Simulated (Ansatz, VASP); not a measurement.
**One calculation of ZnCd2Se3, two programs**

```
Zn Cd Se
1.0
     4.26471    0.00000    0.00000
    -2.13235    3.69335    0.00000
     0.00000    0.00000   10.52057
Zn Cd Se
1 2 3
Cartesian
  0.0000 0.0000 7.0215
  0.0000 2.4622 10.4231
  2.1324 1.2311 3.5624
  0.0000 2.4622 7.7469
  0.0000 0.0000 4.5428
  2.1324 1.2311 0.8953
```

Alike in both runs: task single point; functional PBE; k mesh 6 × 6 × 2; occupations gaussian, width 0.1 eV; no spin polarisation.

```csv
,VASP,Ansatz
version,VASP 6.6.1,Ansatz 0.2.0
potentials or method,"VASP PAW PBE potentials, release 64 (Zn, Cd, Se), cutoff 520 eV","scalar-relativistic, plane waves, PAW"
valence electrons in the cell,54,100
```

|  | VASP | Ansatz | Ansatz less VASP |
| --- | --- | --- | --- |
| gap on the k mesh at the Fermi level (eV) | 0.54 | 0.55 | +0.002 |
| least direct gap on the mesh (eV) | 0.54 | 0.55 | +0.002 |
| pressure (GPa) | 0.3 | 0.0 | -0.25 |
| rms of the force components (eV/Å) | 0.007 | 0.004 | -0.0033 |

Atom by atom the forces differ by 0.005 eV/Å (rms over components). VASP's potentials hold 54 valence electrons a cell and Ansatz's 100, so a difference there can come from the potentials and not from the codes.
